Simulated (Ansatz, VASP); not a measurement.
## One calculation of MgO, two programs

```
Mg O
1.0
     3.51796    0.00000    0.00000
    -1.75898    3.04664    0.00000
     0.00000    0.00000    3.97389
Mg O
2 2
Direct
  0.66667 0.33333 0.75000
  0.33333 0.66667 0.25000
  0.66667 0.33333 0.25000
  0.33333 0.66667 0.75000
```

Alike in both runs: task single point; functional PBEsol; k mesh 9 × 9 × 6; occupations gaussian, width 0.05 eV; no spin polarisation.

|  | VASP | Ansatz |
| --- | --- | --- |
| version | VASP 6.6.1 | Ansatz 0.2.0 |
| potentials or method | VASP PAW PBE potentials, release 64 (Mg, O), cutoff 520 eV | scalar-relativistic, plane waves, PAW |
| valence electrons in the cell | 16 | 32 |

Ansatz gave:

```
gap on the k mesh at the Fermi level (eV)                     : 3.54
least direct gap on the mesh (eV)                             : 3.54
pressure (GPa)                                                : 7.4
traceless stress, the component that is largest in VASP (GPa) : 10.19
```

Task: Which values does VASP return?

Result: gap on the k mesh at the Fermi level (eV): 3.53; least direct gap on the mesh (eV): 3.53; pressure (GPa): 7.0; traceless stress, the component that is largest in VASP (GPa): 10.23.

VASP's potentials were made for PBE, not for PBEsol, and Ansatz warns of the same on its side. VASP's potentials hold 16 valence electrons a cell and Ansatz's 32, so a difference there can come from the potentials and not from the codes.
